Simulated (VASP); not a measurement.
Write the native input for VASP 6.6.1 that does the following.

| Item | Value |
| --- | --- |
| Task | single point |
| Functional | PBE |
| Potentials or basis | VASP PAW PBE potentials, release 64 (C, Si) |
| Cutoff | 520 eV |
| k mesh | 6 × 6 × 6 |
| Occupations | fermi-dirac, width 0.02 eV |
| Spin | collinear spin, zero start |
| Starting moments | [0.0, 0.0, 0.0, 0.0] μB |
| Dipole correction | no |
| Further INCAR settings | ALGO = Normal; EDIFF = 1e-06; NBANDS = 20 |

The structure of Si3C lies in POSCAR:

```
Si3C
1.0
    1.6986113246      0.9806937055      5.8709154094
   -1.6986113246      0.9806937055      5.8709154094
    0.0000000000     -1.9613874110      5.8709154094
C Si
1 3
Direct
    0.9989692349     -0.0010307651     -0.0010307651
    0.4966196746      0.4966196746      0.4966196746
    0.3638779033      0.3638779033      0.3638779033
    0.8905331871      0.8905331871      0.8905331871
```

One way to write it, as run:

INCAR

```
SYSTEM = Si3C
PREC     = Accurate       ! precision mode
ENCUT    = 520            ! plane-wave cutoff, eV
EDIFF    = 1E-6           ! SCF threshold, eV
ISMEAR   = -1             ! smearing method
SIGMA    = 0.02           ! smearing width, eV
LREAL    = .False.        ! projectors in reciprocal space
LASPH    = .True.         ! aspherical terms in the spheres
NELM     = 150            ! most SCF steps
ALGO     = Normal         ! electronic algorithm
ISIF     = 2              ! what is computed and relaxed
LWAVE    = .False.        ! write WAVECAR
LCHARG   = .True.         ! write CHGCAR
ISPIN    = 2              ! spin polarisation
MAGMOM   = 0 0 0 0        ! initial moments
LORBIT   = 11             ! projections on sites
GGA      = PE             ! functional
LELF     = .True.         ! ELF
LVHAR    = .True.       
NBANDS   = 20             ! bands
```

KPOINTS

```
regular mesh
0
Gamma
  6 6 6
  0 0 0
```

Potentials or basis: VASP PAW PBE potentials, release 64 (C, Si).

Run with:

```console
$ cat potpaw_PBE.64/C/POTCAR potpaw_PBE.64/Si/POTCAR > POTCAR
$ mpirun -np 1 vasp_std > vasp.out
```

Results of the run:

* Pressure: 1.9 GPa
* Largest force: 0.116 eV/Å
* Band gap on the k mesh: zero (filled and empty bands overlap)
* Net moment: 0.00 μB per cell
* Valence electrons inside the program's atomic spheres: C 2.35; Si 1.81, 1.55, 1.77

Caveat: the k points lie up to 0.36 Å⁻¹ apart.

Run time: 72 s on 1 thread of Intel(R) Xeon(R) 6975P-C (Granite Rapids) (shared host), peak memory 0.41 GiB.
